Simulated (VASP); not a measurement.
Wanted: the native input for a VASP 6.6.1 run.

```yaml
Task: single point
Functional: LDA
Potentials_or_basis: VASP PAW LDA potentials, release 64 (K_sv)
Cutoff: 520 eV
k_mesh: 12 × 12 × 12
Occupations: fermi-dirac, width 0.08 eV
Spin: no spin polarisation
Dipole_correction: no
Further_INCAR_settings: ALGO = Normal; EDIFF = 1e-06; NBANDS = 10
```

The structure of K lies in POSCAR:

```
K
1.0
    0.0000000000      2.5574086735      2.5574086735
    2.5574086735      0.0000000000      2.5574086735
    2.5574086735      2.5574086735      0.0000000000
K
1
Direct
    0.0000000000      0.0000000000      0.0000000000
```

This isn't the form of K at room conditions, which is bcc.

One way to write it, as run:

INCAR

```
SYSTEM = K
  PREC = Accurate
  ENCUT = 520
  EDIFF = 1E-6
  ISMEAR = -1
  SIGMA = 0.08
  LREAL = .False.
  LASPH = .True.
  NELM = 80
  ALGO = Normal
  ISIF = 2
  LWAVE = .False.
  LCHARG = .False.
  GGA = CA
  NBANDS = 10
```

KPOINTS

```
regular mesh
0
Gamma
  12 12 12
  0 0 0
```

Potentials or basis: VASP PAW LDA potentials, release 64 (K_sv).

Run with:

```sh
$ cat potpaw_LDA.64/K_sv/POTCAR > POTCAR
$ mpirun -np 1 vasp_std > vasp.out
```

Results of the run:

```json
{
  "Pressure": "9.4 GPa",
  "Band gap on the k mesh": "zero (an odd number of electrons rules out a gap without spin polarisation)"
}
```

Caveat: the cell stands under pressure.

Wall time 18 s on 1 thread of Intel(R) Xeon(R) Platinum 8259CL CPU @ 2.50GHz (Skylake/Cascade Lake), with other jobs on the host, peak memory 0.15 GiB.
